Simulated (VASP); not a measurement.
# GaN (R3m) in VASP: a series of runs

GaN is run at these levels: r2SCAN; tasks: single point.

Everything below comes from runs of VASP 6.6.1. Logs are shortened: lines on timing, memory, paths and dates and some standing lists are left out, and cuts for length are marked.

**1. The cell of the first run**

It takes space group R3m (No. 160, trigonal). The conventional cell has a = 3.180 Å, b = 3.180 Å, c = 7.791 Å, α = 90.00°, β = 90.00°, γ = 120.00°. Ga (site symmetry 3m) has 4 N at 1.90 to 1.96 Å within 2.5 Å. N (site symmetry 3m) has 4 Ga at 1.90 to 1.96 Å within 2.5 Å.

**2. Single point, r2SCAN**

POSCAR

```
GaN
1.0
    0.0000000000      2.2489367673      2.2489367673
    2.2489367673      0.0000000000      2.2489367673
    2.2489367673      2.2489367673      0.0000000000
Ga N
1 1
Direct
    0.0000000000      0.0000000000      0.0000000000
    0.7307458925      0.7564180358      0.7564180358
```

INCAR.step1

```
PREC = Accurate
ENCUT = 1460
ISMEAR = 0
SIGMA = 0.05
LREAL = F
LASPH = T
NELM = 120
NBANDS = 16
GGA = PE
ALGO = Normal
EDIFF = 1E-5
LWAVE = T
LCHARG = F
GGA_COMPAT = F
```

INCAR.step2

```
PREC = Accurate
ENCUT = 1460
EDIFF = 1E-6
ISMEAR = 0
SIGMA = 0.05
LREAL = F
LASPH = T
NELM = 120
ALGO = Normal
ISIF = 2
LWAVE = F
LCHARG = F
METAGGA = R2SCAN
LMIXTAU = T
NBANDS = 16
ISTART = 1
GGA_COMPAT = F
```

KPOINTS

```
regular mesh
0
Gamma
  10 10 10
```

Potentials or basis: VASP PAW PBE potentials, release 64 (Ga_d, N_h).

On the command line:

```console
$ cat potpaw_PBE.64/Ga_d/POTCAR potpaw_PBE.64/N_h/POTCAR > POTCAR
$ cp INCAR.step1 INCAR
$ mpirun -np 1 vasp_std > vasp.out
$ cp INCAR.step2 INCAR
$ mpirun -np 1 vasp_std > vasp.out
```

OUTCAR:

```text
PREC = Accurate
   ENCUT = 1460
   EDIFF = 1E-6
   ISMEAR = 0
   LREAL = F
   LASPH = T
   NELM = 120
   ISIF = 2
   METAGGA = R2SCAN
   ISTART = 1

 ion  position               nearest neighbor table
   1  0.000  0.000  0.000-   2 1.90   2 1.96   2 1.96   2 1.96
   2  0.731  0.756  0.756-   1 1.90   1 1.96   1 1.96   1 1.96

  LATTYP: Found a face centered cubic cell.
 ALAT       =     4.4978735346

  Lattice vectors:

 A1 = (   0.0000000000,   2.2489367673,   2.2489367673)
 A2 = (   2.2489367673,   0.0000000000,   2.2489367673)
 A3 = (   2.2489367673,   2.2489367673,   0.0000000000)

Analysis of symmetry for initial positions (statically):
=====================================================================
 Subroutine PRICEL returns:
 Original cell was already a primitive cell.

 Routine SETGRP: Setting up the symmetry group for a
 face centered cubic supercell.

 Subroutine GETGRP returns: Found  6 space group operations
 (whereof  6 operations were pure point group operations)
 out of a pool of 48 trial point group operations.

The static configuration has the point symmetry C_3v.

Analysis of symmetry for dynamics (positions and initial velocities):
=====================================================================
 Subroutine PRICEL returns:
 Original cell was already a primitive cell.

 Routine SETGRP: Setting up the symmetry group for a
 face centered cubic supercell.

 Subroutine GETGRP returns: Found  6 space group operations
 (whereof  6 operations were pure point group operations)
 out of a pool of 48 trial point group operations.

The dynamic configuration has the point symmetry C_3v.

 Subroutine INISYM returns: Found  6 space group operations
 (whereof  6 operations are pure point group operations),
 and found     1 'primitive' translations

----------------------------------------------------------------------------------------

                                     Primitive cell

  volume of cell :      22.7490

  direct lattice vectors                    reciprocal lattice vectors
     0.000000000  2.248936767  2.248936767    -0.222327283  0.222327283  0.222327283
     2.248936767  0.000000000  2.248936767     0.222327283 -0.222327283  0.222327283
     2.248936767  2.248936767  0.000000000     0.222327283  0.222327283 -0.222327283

  length of vectors
     3.180476877  3.180476877  3.180476877     0.385082149  0.385082149  0.385082149

  position of ions in fractional coordinates (direct lattice)
     0.000000000  0.000000000  0.000000000
     0.730745893  0.756418036  0.756418036

  ion indices of the primitive-cell ions
   primitive index   ion index
                 1           1
                 2           2

----------------------------------------------------------------------------------------

 KPOINTS: regular mesh

Automatic generation of k-mesh.
 Grid dimensions read from file:
 generate k-points for:   10   10   10

 Generating k-lattice:

  Cartesian coordinates                     Fractional coordinates (reciprocal lattice)
    -0.022232728  0.022232728  0.022232728     0.100000000  0.000000000  0.000000000
     0.022232728 -0.022232728  0.022232728     0.000000000  0.100000000  0.000000000
     0.022232728  0.022232728 -0.022232728     0.000000000  0.000000000  0.100000000

  Length of vectors
     0.038508215  0.038508215  0.038508215

  Shift w.r.t. Gamma in fractional coordinates (k-lattice)
     0.000000000  0.000000000  0.000000000

 Subroutine IBZKPT returns following result:
 ===========================================

 Found    116 irreducible k-points:

 Following reciprocal coordinates:
            Coordinates               Weight
  0.000000  0.000000  0.000000      1.000000
  0.100000  0.000000  0.000000      2.000000
  0.000000  0.100000  0.000000      6.000000
  0.200000  0.000000  0.000000      2.000000
  0.000000  0.200000  0.000000      6.000000
  0.300000  0.000000  0.000000      2.000000
[... 16 lines left out ...]
  0.000000  0.500000  0.100000     12.000000
  0.100000  0.000000  0.500000      6.000000
 [... further k-points ...]
   k-points           NKPTS =    116   k-points in BZ     NKDIM =    116   number of bands    NBANDS=     16
   number of dos      NEDOS =    301   number of ions     NIONS =      2
   total plane-waves  NPLWV =  64000
   dimension x,y,z NGX =    40 NGY =   40 NGZ =   40
   dimension x,y,z NGXF=    80 NGYF=   80 NGZF=   80
   ions per type =               1   1
   NGX,Y,Z   is equivalent  to a cutoff of  20.91, 20.91, 20.91 a.u.
   NGXF,Y,Z  is equivalent  to a cutoff of  41.82, 41.82, 41.82 a.u.
 SYSTEM =  unknown system
   PREC   = accura    normal or accurate (medium, high low for compatibility)
   ISTART =      1    job   : 0-new  1-cont  2-samecut
   ICHARG =      0    charge: 1-file 2-atom 10-const
   ISPIN  =      1    spin polarized calculation?
   LNONCOLLINEAR =      F non collinear calculations
   LSORBIT =      F    spin-orbit coupling
   LASPH  =      T    aspherical Exc in radial PAW
   ENCUT  = 1460.0 eV 107.31 Ry   10.36 a.u.   9.91  9.91  9.91*2*pi/ulx,y,z
   NELM   =    120;   NELMIN=  2; NELMDL=  0     # of ELM steps
   EDIFF  = 0.1E-05   stopping-criterion for ELM
   LREAL  =      F    real-space projection
   EDIFFG = 0.1E-04   stopping-criterion for IOM
   NSW    =      0    number of steps for IOM
   IBRION =     -1    ionic relax: 0-MD 1-quasi-New 2-CG
   NFREE  =      0    steps in history (QN), initial steepest desc. (CG)
   ISIF   =      2    stress and relaxation
   ISYM   =      2    0-nonsym 1-usesym 2-fastsym
   POTIM  = 0.5000    time-step for ionic-motion
   TEBEG  =    0.0;   TEEND  =   0.0 temperature during run
   PSTRESS=    0.0 pullay stress
   NELECT =      18.0000    total number of electrons
   NUPDOWN=      -1.0000    fix difference up-down
   EMIN   =  10.00;   EMAX   =-10.00  energy-range for DOS
   EFERMI =   0.00;   METHOD = LEGACY
   ISMEAR =     0;   SIGMA  =   0.05  broadening in eV -4-tet -1-fermi 0-gaus
   EFERMI_NEDOS =   21; number of points for ismear=-14 and -15
   IALGO  =     38    algorithm
   IMIX   =      4    mixing-type and parameters
     AMIX     =   0.40;   BMIX     =  1.00
     AMIX_MAG =   1.60;   BMIX_MAG =  1.00
  volume/ion in A,a.u.               =      11.37        76.76
  Fermi-wavevector in a.u.,A,eV,Ry     =   1.514183  2.861391 31.194768  2.292751
  Thomas-Fermi vector in A             =   2.623875
   LORBIT       =      0    0 simple, 1 ext, 2 COOP (PROOUT), +10 PAW based schemes
   METAGGA = R2SCAN    functional components
   LHFCALC =     F    Hartree Fock is set to
   AEXX    =    0.0000 exact exchange contribution
   IVDW    =     0    specifies the selected vdW correction
   LEPSILON=     F    determine dielectric tensor
   LRPA    =     F    only Hartree local field effects (RPA)
 non-spin polarized calculation
 Gauss-broadening in eV      SIGMA  =   0.05
  energy-cutoff  :     1460.00
  volume of cell :       22.75
 maximum number of plane-waves:      2900
   NGX = 19   NGY = 19   NGZ = 19

 number of electron      17.9999999 magnetization

 Free energy of the ion-electron system (eV)
  ---------------------------------------------------
  ext. energy  EPLUGINS =         0.00000000
  ---------------------------------------------------
  free energy    TOTEN  =       -21.88254544 eV

  energy without entropy =      -21.88254544  energy(sigma->0) =      -21.88254544

 E-fermi :   5.6875     XC(G=0): -12.6614

 val. band max:        5.4343632850   @ k =   0.0000   0.0000   0.0000
 cond. band min:       7.5390641470   @ k =   0.0000   0.0000   0.0000
 fundamental gap:      2.1047008620
 Fermi energy:         5.6874958635

 k-point     1 :       0.0000    0.0000    0.0000
  band No.  band energies     occupation
      1     -11.4140      2.00000
      2      -8.4756      2.00000
      3      -8.4502      2.00000
      4      -8.4502      2.00000
      5      -8.1034      2.00000
      6      -8.1034      2.00000
[... 8 lines left out ...]
     15      25.0861      0.00000
     16      25.0861      0.00000

 k-point     2 :       0.1000    0.0000    0.0000
  band No.  band energies     occupation
      1     -11.2994      2.00000
      2      -8.4368      2.00000
      3      -8.4347      2.00000
      4      -8.4347      2.00000
      5      -8.1048      2.00000
      6      -8.1048      2.00000
[... 8 lines left out ...]
     15      23.6652      0.00000
     16      23.8786      0.00000

 k-point     3 :       0.0000    0.1000    0.0000
  band No.  band energies     occupation
      1     -11.3034      2.00000
      2      -8.4638      2.00000
      3      -8.4370      2.00000
      4      -8.4063      2.00000
      5      -8.1048      2.00000
      6      -8.1045      2.00000
[... 8 lines left out ...]
     15      23.7565      0.00000
     16      23.8555      0.00000

 k-point     4 :       0.2000    0.0000    0.0000
  band No.  band energies     occupation
      1     -11.0050      2.00000
      2      -8.3984      2.00000
      3      -8.3984      2.00000
      4      -8.2782      2.00000
      5      -8.1035      2.00000
      6      -8.1035      2.00000
[... 8 lines left out ...]
     15      22.8380      0.00000
     16      22.8380      0.00000

 k-point     5 :       0.0000    0.2000    0.0000
  band No.  band energies     occupation
      1     -11.0199      2.00000
      2      -8.4294      2.00000
      3      -8.4063      2.00000
      4      -8.2428      2.00000
      5      -8.1039      2.00000
      6      -8.1028      2.00000
[... 8 lines left out ...]
     15      22.9536      0.00000
     16      23.0090      0.00000

 k-point     6 :       0.3000    0.0000    0.0000
  band No.  band energies     occupation
      1     -10.6739      2.00000
      2      -8.3652      2.00000
      3      -8.3652      2.00000
      4      -8.0888      2.00000
      5      -8.0888      2.00000
      6      -7.8997      2.00000
[... 8 lines left out ...]
     15      23.3641      0.00000
     16      23.3641      0.00000

 k-point     7 :       0.0000    0.3000    0.0000
  band No.  band energies     occupation
      1     -10.7012      2.00000
      2      -8.3947      2.00000
      3      -8.3787      2.00000
      4      -8.0915      2.00000
      5      -8.0905      2.00000
      6      -7.8671      2.00000
[... 8 lines left out ...]
     15      23.4715      0.00000
     16      23.6331      0.00000

 k-point     8 :       0.4000    0.0000    0.0000
  band No.  band energies     occupation
      1     -10.4563      2.00000
      2      -8.3500      2.00000
      3      -8.3500      2.00000
      4      -8.0643      2.00000
      5      -8.0643      2.00000
      6      -7.3147      2.00000
[... 8 lines left out ...]
     15      24.8855      0.00000
     16      24.8855      0.00000

 k-point     9 :       0.0000    0.4000    0.0000
  band No.  band energies     occupation
      1     -10.4900      2.00000
      2      -8.3764      2.00000
      3      -8.3663      2.00000
      4      -8.0708      2.00000
      5      -8.0691      2.00000
      6      -7.3034      2.00000
[... 8 lines left out ...]
     15      25.0028      0.00000
     16      25.2153      0.00000
[... 172 lines left out ...]
 k-point    19 :       0.4000    0.1000    0.0000
  band No.  band energies     occupation
      1     -10.4733      2.00000
      2      -8.3512      2.00000
      3      -8.3289      2.00000
      4      -8.1150      2.00000
      5      -8.0556      2.00000
      6      -7.4346      2.00000
[... 8 lines left out ...]
     15      24.1160      0.00000
     16      25.7955      0.00000

 k-point    20 :       0.0000    0.4000    0.1000
  band No.  band energies     occupation
      1     -10.5010      2.00000
      2      -8.3659      2.00000
      3      -8.3517      2.00000
      4      -8.1168      2.00000
      5      -8.0606      2.00000
      6      -7.4211      2.00000
[... 8 lines left out ...]
     15      24.1656      0.00000
     16      25.9752      0.00000

 k-point    21 :       0.1000    0.0000    0.4000
  band No.  band energies     occupation
      1     -10.5018      2.00000
      2      -8.3813      2.00000
      3      -8.3430      2.00000
      4      -8.1215      2.00000
      5      -8.0622      2.00000
      6      -7.4152      2.00000
[... 8 lines left out ...]
     15      23.9615      0.00000
     16      26.1372      0.00000

 k-point    22 :       0.5000    0.1000    0.0000
  band No.  band energies     occupation
      1     -10.3677      2.00000
      2      -8.3457      2.00000
      3      -8.3256      2.00000
      4      -8.0807      2.00000
      5      -8.0509      2.00000
      6      -6.9365      2.00000
[... 8 lines left out ...]
     15      25.0399      0.00000
     16      26.2310      0.00000

 k-point    23 :       0.0000    0.5000    0.1000
  band No.  band energies     occupation
      1     -10.3982      2.00000
      2      -8.3623      2.00000
      3      -8.3473      2.00000
      4      -8.0873      2.00000
      5      -8.0574      2.00000
      6      -6.9475      2.00000
[... 8 lines left out ...]
     15      25.1797      0.00000
     16      26.4355      0.00000

 k-point    24 :       0.1000    0.0000    0.5000
  band No.  band energies     occupation
      1     -10.3974      2.00000
      2      -8.3702      2.00000
      3      -8.3404      2.00000
      4      -8.0882      2.00000
      5      -8.0592      2.00000
      6      -6.9452      2.00000
[... 8 lines left out ...]
     15      24.9144      0.00000
     16      26.6103      0.00000

 [... further k-points ...]

------------------------ aborting loop because EDIFF is reached ----------------------------------------

  FORCE on cell =-STRESS in cart. coord.  units (eV):
  Direction    XX          YY          ZZ          XY          YZ          ZX
  --------------------------------------------------------------------------------------
  -------------------------------------------------------------------------------------
  Total        0.1999519      0.1999519      0.1999519     -0.2878807      0.2878807     -0.2878807
  in kB       14.0823282     14.0823282     14.0823282    -20.2750225     20.2750225    -20.2750225
  external PRESSURE =      14.0823282 kB  Pullay stress =       0.0000000 kB

 VOLUME and BASIS-vectors are now :
 -----------------------------------------------------------------------------
  energy-cutoff  :     1460.00
  volume of cell :       22.75
      direct lattice vectors                 reciprocal lattice vectors
     0.000000000  2.248936767  2.248936767    -0.222327283  0.222327283  0.222327283
     2.248936767  0.000000000  2.248936767     0.222327283 -0.222327283  0.222327283
     2.248936767  2.248936767  0.000000000     0.222327283  0.222327283 -0.222327283

 POSITION                                       TOTAL-FORCE (eV/Angst)
 -----------------------------------------------------------------------------------
      0.00000      0.00000      0.00000         0.425052     -0.425052     -0.425052
      3.40227      3.34454      3.34454        -0.425052      0.425052      0.425052
 -----------------------------------------------------------------------------------
    total drift:                                0.001482     -0.001482     -0.001482

  FREE ENERGIE OF THE ION-ELECTRON SYSTEM (eV)
  ---------------------------------------------------
  free  energy   TOTEN  =       -21.8825454401 eV

  energy  without entropy=      -21.8825454401  energy(sigma->0) =      -21.88254544
```

It took 8.6 min on 1 thread of Intel Xeon Platinum 8488C (Sapphire Rapids), shared host; peak memory 0.41 GiB.

Results:

| Item | Value |
| --- | --- |
| Free energy | -21.8825 eV |
| Pressure | 1.4 GPa |
| Largest force | 0.736 eV/Å |
| Band gap on the k mesh | 2.10 eV |

Forces in eV/Å, atoms in the order of the input:
```
Ga   0.425 -0.425 -0.425
N   -0.425  0.425  0.425
```

Levels at points of the mesh, in eV from the valence-band top:
```tsv
k point	band 7	band 8	band 9	band 10	band 11	band 12
(0.00, 0.00, 0.00)	-0.18	0.00	0.00	2.10	10.95	10.95
(0.50, 0.00, 0.00)	-7.41	-1.06	-1.06	5.24	9.43	11.06
(0.00, 0.50, 0.00)	-7.19	-1.19	-0.92	5.12	9.41	10.70
(0.50, 0.50, 0.00)	-6.30	-2.89	-2.82	3.71	7.22	12.56
```

Caveat: the cell differs from its parent crystal (all N atoms moved +0.050 Å, as atom 2 towards its neighbour atom 1 (Ga) at 1.948 Å); the PAW data sets were made with another functional, which shifts forces and pressure a little.

**3. Single point, r2SCAN**

Edit POSCAR of step 2 so:

```diff
@@ -9,2 +9,2 @@
     0.0000000000      0.0000000000      0.0000000000
-    0.7307458925      0.7564180358      0.7564180358
+    0.7885082149      0.7371639284      0.7371639284
```

INCAR.step1

```
SYSTEM = GaN
PREC     = Accurate       ! precision mode
ENCUT    = 1460           ! plane-wave cutoff, eV
ISMEAR   = 0              ! smearing method
SIGMA    = 0.05           ! smearing width, eV
LREAL    = .False.        ! projectors in reciprocal space
LASPH    = .True.         ! aspherical terms in the spheres
NELM     = 120            ! most SCF steps
NBANDS   = 16             ! bands
GGA      = PE             ! functional
ALGO     = Normal         ! electronic algorithm
EDIFF    = 1E-5           ! SCF threshold, eV
LWAVE    = .True.         ! write WAVECAR
LCHARG   = .False.        ! write CHGCAR
GGA_COMPAT= .False.
```

INCAR.step2

```
SYSTEM = GaN
PREC     = Accurate       ! precision mode
ENCUT    = 1460           ! plane-wave cutoff, eV
EDIFF    = 1E-6           ! SCF threshold, eV
ISMEAR   = 0              ! smearing method
SIGMA    = 0.05           ! smearing width, eV
LREAL    = .False.        ! projectors in reciprocal space
LASPH    = .True.         ! aspherical terms in the spheres
NELM     = 120            ! most SCF steps
ALGO     = Normal         ! electronic algorithm
ISIF     = 2              ! what is computed and relaxed
LWAVE    = .False.        ! write WAVECAR
LCHARG   = .False.        ! write CHGCAR
METAGGA  = R2SCAN         ! meta-GGA
LMIXTAU  = .True.       
NBANDS   = 16             ! bands
ISTART   = 1            
GGA_COMPAT= .False.
```

KPOINTS

```
Automatic mesh
0
Gamma
  10 10 10
  0 0 0
```

Potentials or basis: VASP PAW PBE potentials, release 64 (Ga_d, N_h).

On the command line:

```console
$ cat potpaw_PBE.64/Ga_d/POTCAR potpaw_PBE.64/N_h/POTCAR > POTCAR
$ cp INCAR.step1 INCAR
$ mpirun -np 1 vasp_std > vasp.out
$ cp INCAR.step2 INCAR
$ mpirun -np 1 vasp_std > vasp.out
```

Run time: 9.7 min. Hardware: 1 thread of Intel Xeon 6975P-C (Granite Rapids), shared host; peak memory 0.4 GiB.

Results (log left out):

```yaml
Free_energy: -21.8451 eV
Pressure: 2.0 GPa
Largest_force: 1.007 eV/Å
Band_gap_on_the_k_mesh: 1.98 eV
```

Forces in eV/Å, atoms in the order of the input:
```
Ga  -0.581  0.581  0.581
N    0.581 -0.581 -0.581
```

Stress tensor (GPa, compression positive):
```
 2.00  2.75  2.75
 2.75  2.00 -2.75
 2.75 -2.75  2.00
```

Levels at points of the mesh, in eV from the valence-band top:
```tsv
k point	band 6	band 7	band 8	band 9	band 10	band 11	band 12	band 13
(0.00, 0.00, 0.00)	-13.68	-0.30	-0.30	0.00	1.98	10.78	10.96	10.96
(0.50, 0.00, 0.00)	-12.55	-7.06	-1.19	-1.19	4.87	9.23	10.69	10.69
(0.00, 0.50, 0.00)	-12.53	-7.48	-1.46	-0.92	5.06	9.27	10.45	11.41
(0.50, 0.50, 0.00)	-12.16	-6.44	-3.07	-2.87	3.56	7.06	12.41	14.76
```

Caveat: the cell differs from its parent crystal (all N atoms moved -0.100 Å, as atom 2 towards its neighbour atom 1 (Ga) at 1.948 Å); the PAW data sets were made with another functional, which shifts forces and pressure a little.
